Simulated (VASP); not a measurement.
# AlN (I-4m2) in VASP: notebook, part 2 of 2

VASP 6.6.1. Earlier steps stand in the parts before.

**3. Single point, r2SCAN (strain -0.015 along x and y, +0.000 along z)**

POSCAR

```
AlN
1.0
    0.0000000000      2.1521271168      2.1849006262
    2.1521271168      0.0000000000      2.1849006262
    2.1521271168      2.1521271168      0.0000000000
Al N
1 1
Direct
    0.0000000000      0.0000000000      0.0000000000
    0.7500000000      0.7500000000      0.7500000000
```

INCAR.step1

```
SYSTEM = AlN
  PREC = Accurate
  ENCUT = 520
  ISMEAR = 0
  SIGMA = 0.05
  LREAL = .False.
  LASPH = .True.
  NELM = 60
  NBANDS = 11
  GGA = PE
  ALGO = Normal
  EDIFF = 1E-4
  LWAVE = .True.
  LCHARG = .False.
```

INCAR.step2

```
SYSTEM = AlN
  PREC = Accurate
  ENCUT = 520
  EDIFF = 1E-7
  ISMEAR = 0
  SIGMA = 0.05
  LREAL = .False.
  LASPH = .True.
  NELM = 60
  ALGO = Normal
  ISIF = 2
  LWAVE = .False.
  LCHARG = .True.
  METAGGA = R2SCAN
  LMIXTAU = .True.
  LELF = .True.
  LVHAR = .True.
  NBANDS = 11
  ISTART = 1
```

KPOINTS

```
regular mesh
0
Gamma
  10 10 10
  0 0 0
```

Potentials or basis: VASP PAW PBE potentials, release 64 (Al, N).

Launch:

```
> cat potpaw_PBE.64/Al/POTCAR potpaw_PBE.64/N/POTCAR > POTCAR
> cp INCAR.step1 INCAR
> mpirun -np 1 vasp_std > vasp.out
> cp INCAR.step2 INCAR
> mpirun -np 1 vasp_std > vasp.out
```

OUTCAR:

```text
SYSTEM = AlN
   PREC = Accurate
   ENCUT = 520
   EDIFF = 1E-7
   ISMEAR = 0
   LREAL = .False.
   LASPH = .True.
   NELM = 60
   ISIF = 2
   METAGGA = R2SCAN
   ISTART = 1

 ion  position               nearest neighbor table
   1  0.000  0.000  0.000-   2 1.87   2 1.87   2 1.87   2 1.87
   2  0.750  0.750  0.750-   1 1.87   1 1.87   1 1.87   1 1.87

  LATTYP: Found a body centered tetragonal cell.
 ALAT       =     3.0435673565
 C/A-ratio  =     1.4357498095

  Lattice vectors:

 A1 = (  -2.1521271168,   0.0000000000,   2.1849006262)
 A2 = (   2.1521271168,   0.0000000000,   2.1849006262)
 A3 = (   0.0000000000,   2.1521271168,  -2.1849006262)

Analysis of symmetry for initial positions (statically):
=====================================================================
 Subroutine PRICEL returns:
 Original cell was already a primitive cell.

 Routine SETGRP: Setting up the symmetry group for a
 body centered tetragonal supercell.

 Subroutine GETGRP returns: Found  8 space group operations
 (whereof  8 operations were pure point group operations)
 out of a pool of 16 trial point group operations.

The static configuration has the point symmetry D_2d.

Analysis of symmetry for dynamics (positions and initial velocities):
[... 164 lines left out ...]
 Fermi energy:         6.1916127562

 k-point     1 :       0.0000    0.0000    0.0000
  band No.  band energies     occupation
      1      -9.9451      2.00000
      2       5.9226      2.00000
      3       5.9897      2.00000
      4       5.9897      2.00000
      5      11.1324      0.00000
      6      19.7837      0.00000
      7      19.7837      0.00000
      8      19.8032      0.00000
      9      24.4696      0.00000
     10      25.0027      0.00000
     11      26.1314      0.00000
[... 309 lines left out ...]
 k-point    24 :       0.4000    0.3000    0.0000
  band No.  band energies     occupation
      1      -7.9106      2.00000
      2       1.6614      2.00000
      3       4.2623      2.00000
      4       4.5934      2.00000
      5      11.6223      0.00000
      6      16.7306      0.00000
      7      19.4753      0.00000
      8      22.0848      0.00000
      9      22.6487      0.00000
     10      28.8895      0.00000
     11      31.3343      0.00000

 [... further k-points ...]
[... 5 lines left out ...]
  --------------------------------------------------------------------------------------
  -------------------------------------------------------------------------------------
  Total        0.8968903      0.8968903      0.6093147      0.0000000      0.0000000      0.0000000
  in kB       70.9990285     70.9990285     48.2341597      0.0000000      0.0000000      0.0000000
  external PRESSURE =      63.4107389 kB  Pullay stress =       0.0000000 kB

 VOLUME and BASIS-vectors are now :
 -----------------------------------------------------------------------------
  energy-cutoff  :      520.00
  volume of cell :       20.24
      direct lattice vectors                 reciprocal lattice vectors
     0.000000000  2.152127117  2.184900626    -0.232328284  0.232328284  0.228843360
     2.152127117  0.000000000  2.184900626     0.232328284 -0.232328284  0.228843360
     2.152127117  2.152127117  0.000000000     0.232328284  0.232328284 -0.228843360

 POSITION                                       TOTAL-FORCE (eV/Angst)
 -----------------------------------------------------------------------------------
      0.00000      0.00000      0.00000         0.000000      0.000000      0.000000
      3.22819      3.22819      3.27735        -0.000000     -0.000000      0.000000
 -----------------------------------------------------------------------------------
    total drift:                                0.000001      0.000001      0.000002

  FREE ENERGIE OF THE ION-ELECTRON SYSTEM (eV)
  ---------------------------------------------------
  free  energy   TOTEN  =       -19.1662437967 eV

  energy  without entropy=      -19.1662437967  energy(sigma->0) =      -19.16624380
```

OSZICAR.step1:

```text
N       E                     dE             d eps       ncg     rms          rms(c)
DAV:   1     0.109367708383E+02    0.10937E+02   -0.39109E+03  2324   0.606E+02
DAV:   2    -0.163500828088E+02   -0.27287E+02   -0.26151E+02  2688   0.139E+02
DAV:   3    -0.172424408364E+02   -0.89236E+00   -0.89116E+00  2747   0.235E+01
DAV:   4    -0.172474086978E+02   -0.49679E-02   -0.49675E-02  2589   0.191E+00
DAV:   5    -0.172474699307E+02   -0.61233E-04   -0.61232E-04  2742   0.202E-01    0.877E+00
DAV:   6    -0.148227580917E+02    0.24247E+01   -0.11764E+01  2665   0.174E+01    0.287E+00
DAV:   7    -0.148164493309E+02    0.63088E-02   -0.18845E-01  2559   0.331E+00    0.210E+00
DAV:   8    -0.148113047626E+02    0.51446E-02   -0.27344E-02  2481   0.156E+00    0.576E-01
DAV:   9    -0.148099336789E+02    0.13711E-02   -0.39425E-03  2712   0.373E-01    0.233E-01
DAV:  10    -0.148099747993E+02   -0.41120E-04   -0.37149E-04  2442   0.126E-01
   1 F= -.14809975E+02 E0= -.14809975E+02  d E =-.940427E-16
```

Run time: 40 s. Hardware: 1 thread of Intel Xeon Platinum 8559C (Emerald Rapids), shared host; peak memory 0.14 GiB.

Results:

| Item | Value |
| --- | --- |
| Free energy | -19.1662 eV |
| Pressure | 6.3 GPa |
| Band gap on the k mesh | 3.91 eV, indirect (least direct gap 5.14 eV) |

Caveat: the cell differs from its parent crystal (strain -0.015 along x and y, +0.000 along z); the PAW data sets were made with another functional, which shifts forces and pressure a little. A k mesh can miss the band edges.

**4. Single point, r2SCAN (strain +0.000 along x and y, -0.015 along z)**

POSCAR

```
AlN
1.0
    0.0000000000      2.1849006262      2.1521271168
    2.1849006262      0.0000000000      2.1521271168
    2.1849006262      2.1849006262      0.0000000000
Al N
1 1
Direct
    0.0000000000      0.0000000000      0.0000000000
    0.7500000000      0.7500000000      0.7500000000
```

INCAR.step1

```
PREC = Accurate
ENCUT = 520
ISMEAR = 0
SIGMA = 0.05
LREAL = False
LASPH = True
NELM = 100
NBANDS = 11
GGA = PE
ALGO = Normal
EDIFF = 1E-4
LWAVE = True
LCHARG = False
```

INCAR.step2

```
PREC = Accurate
ENCUT = 520
EDIFF = 1E-6
ISMEAR = 0
SIGMA = 0.05
LREAL = False
LASPH = True
NELM = 100
ALGO = Normal
ISIF = 2
LWAVE = False
LCHARG = False
METAGGA = R2SCAN
LMIXTAU = True
NBANDS = 11
ISTART = 1
```

KPOINTS

```
Automatic mesh
0
Gamma
  10 10 10
```

Launch:

```
> cat potpaw_PBE.64/Al/POTCAR potpaw_PBE.64/N/POTCAR > POTCAR
> cp INCAR.step1 INCAR
> mpirun -np 1 vasp_std > vasp.out
> cp INCAR.step2 INCAR
> mpirun -np 1 vasp_std > vasp.out
```

It took 35 s on 1 thread of Intel Xeon Platinum 8559C (Emerald Rapids), shared host; peak memory 0.15 GiB.

Results (log left out):

```yaml
Free_energy: -19.1756 eV
Pressure: 2.9 GPa
Band_gap_on_the_k_mesh: 3.86 eV, indirect (least direct gap 4.98 eV)
```

Stress tensor (GPa, compression positive):
```
2.17 0.00 0.00
0.00 2.17 0.00
0.00 0.00 4.26
```

Levels at points of the mesh, in eV from the valence-band top:
| k point | band 1 | band 2 | band 3 | band 4 | band 5 | band 6 | band 7 | band 8 | band 9 |
| --- | --- | --- | --- | --- | --- | --- | --- | --- | --- |
| (0.00, 0.00, 0.00) | -15.87 | -0.06 | -0.06 | 0.00 | 4.98 | 13.61 | 13.63 | 13.63 | 18.35 |
| (0.50, 0.00, 0.00) | -13.81 | -6.00 | -0.59 | -0.46 | 8.29 | 10.89 | 11.85 | 12.15 | 19.47 |
| (0.50, 0.50, 0.00) | -13.12 | -4.94 | -1.95 | -1.95 | 3.86 | 9.37 | 15.55 | 17.01 | 17.01 |
| (0.50, 0.00, 0.50) | -13.19 | -5.08 | -1.82 | -1.82 | 3.93 | 9.61 | 15.27 | 16.90 | 17.38 |

Caveat: the cell differs from its parent crystal (strain +0.000 along x and y, -0.015 along z); the PAW data sets were made with another functional, which shifts forces and pressure a little. A k mesh can miss the band edges.

**5. Overview**

| cell | gap on the mesh (eV) | pressure (GPa) |
| --- | --- | --- |
| a = 3.044, b = 3.044, c = 3.090 Å, angles 59.5, 59.5, 61.0°, 2 atoms | 3.78 | 6.3 |
| a = 3.067, b = 3.067, c = 3.044 Å, angles 60.3, 60.3, 59.5°, 2 atoms | 3.91 | 6.3 |
| a = 3.067, b = 3.067, c = 3.090 Å, angles 59.8, 59.8, 60.5°, 2 atoms | 3.86 | 2.9 |

Alike in all rows: task single point; level r2SCAN; potentials or basis VASP PAW PBE potentials, release 64 (Al, N); no spin polarisation; k mesh 10 × 10 × 10; cutoff (eV) 520; smearing gaussian 0.05 eV.

Caveats: the PAW data sets were made with another functional, which shifts forces and pressure a little.

Absolute energies hang on the potentials; compare differences alone.
